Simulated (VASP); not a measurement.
Input of a VASP 6.6.1 run:

File POSCAR:

```
Nb
1.0
    0.0000000000      2.1072792316      2.1072792316
    2.1072792316      0.0000000000      2.1072792316
    2.1072792316      2.1072792316      0.0000000000
Nb
1
Direct
    0.0000000000      0.0000000000      0.0000000000
```

INCAR.step1

```
SYSTEM = Nb
ALGO = Normal ; EDIFF = 1E-5
ENCUT = 520 ; GGA = PE
ISIF = 2 ; ISMEAR = -1
LASPH = .True. ; LCHARG = .False.
LREAL = .False. ; LWAVE = .True.
NBANDS = 12 ; NELM = 100
PREC = Accurate ; SIGMA = 0.1
```

The input INCAR.step2:

```
SYSTEM = Nb
AEXX = 0.25 ; ALGO = Normal
EDIFF = 1E-7 ; ENCUT = 520
ISIF = 2 ; ISMEAR = -1
ISTART = 1 ; LASPH = .True.
LCHARG = .False. ; LHFCALC = .True.
LMIXTAU = .True. ; LREAL = .False.
LWAVE = .False. ; METAGGA = R2SCAN
NBANDS = 12 ; NELM = 100
PREC = Accurate ; PRECFOCK = Normal
SIGMA = 0.1
```

File KPOINTS:

```
k-points
0
Gamma
  7 7 7
  0 0 0
```

Potentials or basis: VASP PAW PBE potentials, release 64 (Nb_sv).

Command:

```bash
$ cat potpaw_PBE.64/Nb_sv/POTCAR > POTCAR
$ cp INCAR.step1 INCAR
$ mpirun -np 1 vasp_std > vasp.out
$ cp INCAR.step2 INCAR
$ mpirun -np 1 vasp_std > vasp.out
```

Predict the pressure.

-4.0 GPa.

Caveat: the k points lie up to 0.37 Å⁻¹ apart; the PAW data sets were made with another functional, which shifts forces and pressure a little.
